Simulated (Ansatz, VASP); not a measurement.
## MgO: VASP beside Ansatz

Contents of POSCAR:

```
MgO
1.0
    0.0000000000      2.1298769293      2.1298769293
    2.1298769293      0.0000000000      2.1298769293
    2.1298769293      2.1298769293      0.0000000000
Mg O
1 1
Direct
    0.0000000000      0.0000000000      0.0000000000
    0.5000000000      0.5000000000      0.5000000000
```

File INCAR.step1:

```
SYSTEM = MgO
ALGO = Normal ; EDIFF = 1E-5
ENCUT = 660 ; GGA = PE
GGA_COMPAT = .FALSE. ; ISMEAR = 0
LASPH = .TRUE. ; LCHARG = .FALSE.
LREAL = .FALSE. ; LWAVE = .TRUE.
NBANDS = 15 ; NELM = 120
PREC = Accurate ; SIGMA = 0.05
```

Contents of INCAR.step2:

```
SYSTEM = MgO
ALGO = Normal ; EDIFF = 1E-6
ENCUT = 660 ; GGA_COMPAT = .FALSE.
ISIF = 2 ; ISMEAR = 0
ISTART = 1 ; LASPH = .TRUE.
LCHARG = .FALSE. ; LMIXTAU = .TRUE.
LREAL = .FALSE. ; LWAVE = .FALSE.
METAGGA = R2SCAN ; NBANDS = 15
NELM = 120 ; PREC = Accurate
SIGMA = 0.05
```

The input KPOINTS:

```
k-points
0
G
  8 8 8
  0 0 0
```

Input for Ansatz:

```yaml
crystal:
  lattice:
    - [0.0, 2.1298769293, 2.1298769293]
    - [2.1298769293, 0.0, 2.1298769293]
    - [2.1298769293, 2.1298769293, 0.0]
  atoms:
    - { symbol: Mg, position: [0.0, 0.0, 0.0] }
    - { symbol: O, position: [0.5, 0.5, 0.5] }
basis:
  ecutwfc: 500
  ecutrho_ratio: 4
kpoints:
  mp_grid: { grid: [8, 8, 8] }
hamiltonian:
  xc: r2scan
scf:
  occupations: { method: gaussian, width: 0.05 }
output:
  forces: true
  stress: true
  eigenvalues: true
```

Alike in both runs: task single point; functional r2SCAN; k mesh 8 × 8 × 8; occupations gaussian, width 0.05 eV; no spin polarisation.

```csv
,VASP,Ansatz
version,VASP 6.6.1,Ansatz 0.2.0
potentials or method,"VASP PAW PBE potentials, release 64 (Mg_sv, O), cutoff 660 eV","scalar-relativistic, plane waves, PAW"
valence electrons in the cell,16,16
```

```csv
,VASP,Ansatz,Ansatz less VASP
gap on the k mesh at the Fermi level (eV),5.32,5.29,-0.030
least direct gap on the mesh (eV),5.32,5.29,-0.030
pressure (GPa),-6.1,-6.0,+0.11
```

VASP's potentials were made for PBE, not for r2SCAN. The functional is the same, so the differences come from potentials, cutoffs and numerics.
